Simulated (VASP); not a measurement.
# PbS (Galena) (Fm-3m) in VASP: further runs, part 2 of 2

VASP 6.6.1. Earlier steps stand in the parts before.

### Step 4. Single point, PBEsol

This run uses another cell than the first one, of 25.56 Å³/atom, 1.043 times its volume.

The input, INCAR:

```
ALGO = Normal
EDIFF = 1E-6
ENCUT = 520
GGA = PS
ISIF = 2
ISMEAR = 0
LASPH = T
LCHARG = F
LREAL = F
LWAVE = F
NBANDS = 17
NELM = 60
PREC = Accurate
SIGMA = 0.01
```

The input, KPOINTS:

```
k-points
0
Gamma
  6 6 6
```

The input, POSCAR:

```
PbS
1.0
    0.0000000000      2.9458450378      2.9458450378
    2.9458450378      0.0000000000      2.9458450378
    2.9458450378      2.9458450378      0.0000000000
Pb S
1 1
Direct
    0.0000000000      0.0000000000      0.0000000000
    0.5000000000      0.5000000000      0.5000000000
```

Potentials or basis: VASP PAW PBE potentials, release 64 (Pb_d, S).

The run is started by

```
> cat potpaw_PBE.64/Pb_d/POTCAR potpaw_PBE.64/S/POTCAR > POTCAR
> mpirun -np 1 vasp_std > vasp.out
```

OUTCAR:

```text
EDIFF = 1E-6
   ENCUT = 520
   GGA = PS
   ISIF = 2
   ISMEAR = 0
   LASPH = T
   LREAL = F
   NELM = 60
   PREC = Accurate

 ion  position               nearest neighbor table
   1  0.000  0.000  0.000-   2 2.95   2 2.95   2 2.95   2 2.95   2 2.95   2 2.95
   2  0.500  0.500  0.500-   1 2.95   1 2.95   1 2.95   1 2.95   1 2.95   1 2.95

  LATTYP: Found a face centered cubic cell.
 ALAT       =     5.8916900756

  Lattice vectors:

 A1 = (   0.0000000000,   2.9458450378,   2.9458450378)
 A2 = (   2.9458450378,   0.0000000000,   2.9458450378)
 A3 = (   2.9458450378,   2.9458450378,   0.0000000000)

Analysis of symmetry for initial positions (statically):
=====================================================================
 Subroutine PRICEL returns:
 Original cell was already a primitive cell.

 Routine SETGRP: Setting up the symmetry group for a
 face centered cubic supercell.

 Subroutine GETGRP returns: Found 48 space group operations
 (whereof 48 operations were pure point group operations)
 out of a pool of 48 trial point group operations.

The static configuration has the point symmetry O_h .

Analysis of symmetry for dynamics (positions and initial velocities):
=====================================================================
 Subroutine PRICEL returns:
 Original cell was already a primitive cell.

 Routine SETGRP: Setting up the symmetry group for a
 face centered cubic supercell.

 Subroutine GETGRP returns: Found 48 space group operations
 (whereof 48 operations were pure point group operations)
 out of a pool of 48 trial point group operations.

The dynamic configuration has the point symmetry O_h .

 Subroutine INISYM returns: Found 48 space group operations
 (whereof 48 operations are pure point group operations),
[... 99 lines left out ...]
   NUPDOWN=      -1.0000    fix difference up-down
   EMIN   =  10.00;   EMAX   =-10.00  energy-range for DOS
   EFERMI =   0.00;   METHOD = LEGACY
   ISMEAR =     0;   SIGMA  =   0.01  broadening in eV -4-tet -1-fermi 0-gaus
   EFERMI_NEDOS =   21; number of points for ismear=-14 and -15
   IALGO  =     38    algorithm
   IMIX   =      4    mixing-type and parameters
     AMIX     =   0.40;   BMIX     =  1.00
     AMIX_MAG =   1.60;   BMIX_MAG =  1.00
  volume/ion in A,a.u.               =      25.56       172.51
  Fermi-wavevector in a.u.,A,eV,Ry     =   1.197287  2.262544 19.503899  1.433496
  Thomas-Fermi vector in A             =   2.333206
   LORBIT       =      0    0 simple, 1 ext, 2 COOP (PROOUT), +10 PAW based schemes
   GGA     = PS    functional components
   LHFCALC =     F    Hartree Fock is set to
   AEXX    =    0.0000 exact exchange contribution
   IVDW    =     0    specifies the selected vdW correction
   LEPSILON=     F    determine dielectric tensor
   LRPA    =     F    only Hartree local field effects (RPA)
 non-spin polarized calculation
 Gauss-broadening in eV      SIGMA  =   0.01
  energy-cutoff  :      520.00
  volume of cell :       51.13
 maximum number of plane-waves:      1411
   NGX = 15   NGY = 15   NGZ = 15

 number of electron      19.9999996 magnetization

 Free energy of the ion-electron system (eV)
  ---------------------------------------------------
  ext. energy  EPLUGINS =         0.00000000
  ---------------------------------------------------
  free energy    TOTEN  =        -9.45920553 eV

  energy without entropy =       -9.45920553  energy(sigma->0) =       -9.45920553

 E-fermi :   6.0294     XC(G=0):  -9.9829

 val. band max:        5.9787114814   @ k =   0.5000   0.0000   0.0000
 cond. band min:       6.1574600010   @ k =   0.5000   0.0000   0.0000
 fundamental gap:      0.1787485196
 Fermi energy:         6.0293714399

 k-point     1 :       0.0000    0.0000    0.0000
  band No.  band energies     occupation
      1     -10.8201      2.00000
      2     -10.8201      2.00000
      3     -10.8201      2.00000
      4     -10.8076      2.00000
      5     -10.8076      2.00000
      6      -7.8352      2.00000
[... 297 lines left out ...]
      4     -10.7776      2.00000
      5     -10.7523      2.00000
      6      -6.0078      2.00000
[... 9 lines left out ...]
     16      17.8250      0.00000
     17      18.2002      0.00000

------------------------ aborting loop because EDIFF is reached ----------------------------------------

  FORCE on cell =-STRESS in cart. coord.  units (eV):
  Direction    XX          YY          ZZ          XY          YZ          ZX
  --------------------------------------------------------------------------------------
  -------------------------------------------------------------------------------------
  Total        0.0835992      0.0835992      0.0835992      0.0000000      0.0000000      0.0000000
  in kB        2.6197080      2.6197080      2.6197080      0.0000000      0.0000000      0.0000000
  external PRESSURE =       2.6197080 kB  Pullay stress =       0.0000000 kB

 VOLUME and BASIS-vectors are now :
 -----------------------------------------------------------------------------
  energy-cutoff  :      520.00
  volume of cell :       51.13
      direct lattice vectors                 reciprocal lattice vectors
     0.000000000  2.945845038  2.945845038    -0.169730584  0.169730584  0.169730584
     2.945845038  0.000000000  2.945845038     0.169730584 -0.169730584  0.169730584
     2.945845038  2.945845038  0.000000000     0.169730584  0.169730584 -0.169730584

 POSITION                                       TOTAL-FORCE (eV/Angst)
 -----------------------------------------------------------------------------------
      0.00000      0.00000      0.00000        -0.000000     -0.000000     -0.000000
      2.94585      2.94585      2.94585         0.000000      0.000000      0.000000
 -----------------------------------------------------------------------------------
    total drift:                                0.000000     -0.000000     -0.000000

  FREE ENERGIE OF THE ION-ELECTRON SYSTEM (eV)
  ---------------------------------------------------
  free  energy   TOTEN  =        -9.4592055288 eV

  energy  without entropy=       -9.4592055288  energy(sigma->0) =       -9.45920553
```

OSZICAR:

```text
N       E                     dE             d eps       ncg     rms          rms(c)
DAV:   1     0.159199672111E+03    0.15920E+03   -0.95470E+03   552   0.124E+03
DAV:   2     0.173466857856E+01   -0.15747E+03   -0.15175E+03   594   0.322E+02
DAV:   3    -0.954282890137E+01   -0.11277E+02   -0.11208E+02   703   0.905E+01
DAV:   4    -0.983612845415E+01   -0.29330E+00   -0.29303E+00   717   0.161E+01
DAV:   5    -0.984756720578E+01   -0.11439E-01   -0.11438E-01   790   0.302E+00    0.452E+00
DAV:   6    -0.946300307596E+01    0.38456E+00   -0.11018E+00   884   0.757E+00    0.306E+00
DAV:   7    -0.945953181396E+01    0.34713E-02   -0.10707E-01   636   0.168E+00    0.165E+00
DAV:   8    -0.945940628023E+01    0.12553E-03   -0.10728E-02   657   0.106E+00    0.158E-01
DAV:   9    -0.945914418779E+01    0.26209E-03   -0.20876E-03   837   0.368E-01    0.681E-02
DAV:  10    -0.945920486216E+01   -0.60674E-04   -0.18200E-04   647   0.812E-02    0.292E-02
DAV:  11    -0.945920557606E+01   -0.71391E-06   -0.15402E-05   765   0.396E-02    0.902E-03
DAV:  12    -0.945920552875E+01    0.47314E-07   -0.12184E-06   529   0.156E-02
   1 F= -.94592055E+01 E0= -.94592055E+01  d E =-.746726E-15
```

Run time: 5 s. Hardware: 1 thread of Intel Xeon 6975P-C (Granite Rapids), shared host; peak memory 0.17 GiB.

What came out:

- Free energy: -9.4592 eV
- Pressure: 0.3 GPa
- Band gap on the k mesh: 0.18 eV, direct

Caveat: the PAW data sets were made with another functional, which shifts forces and pressure a little; spin-orbit coupling is left out, which moves the levels of the heavy elements. A k mesh can miss the band edges.

### Step 5. Overview

```tsv
cell	gap on the mesh (eV)	pressure (GPa)
a = 4.109 Å, angles 60.0°, 2 atoms	0.01	2.9
a = 4.138 Å, angles 60.0°, 2 atoms	0.10	1.6
a = 4.166 Å, angles 60.0°, 2 atoms	0.18	0.3
```

Alike in all rows: task single point; level PBEsol; potentials or basis VASP PAW PBE potentials, release 64 (Pb_d, S); no spin polarisation; k mesh 6 × 6 × 6; cutoff (eV) 520; smearing gaussian 0.01 eV.

Caveats: the PAW data sets were made with another functional, which shifts forces and pressure a little; spin-orbit coupling is left out, which moves the levels of the heavy elements.

Absolute energies hang on the potentials; compare differences alone.
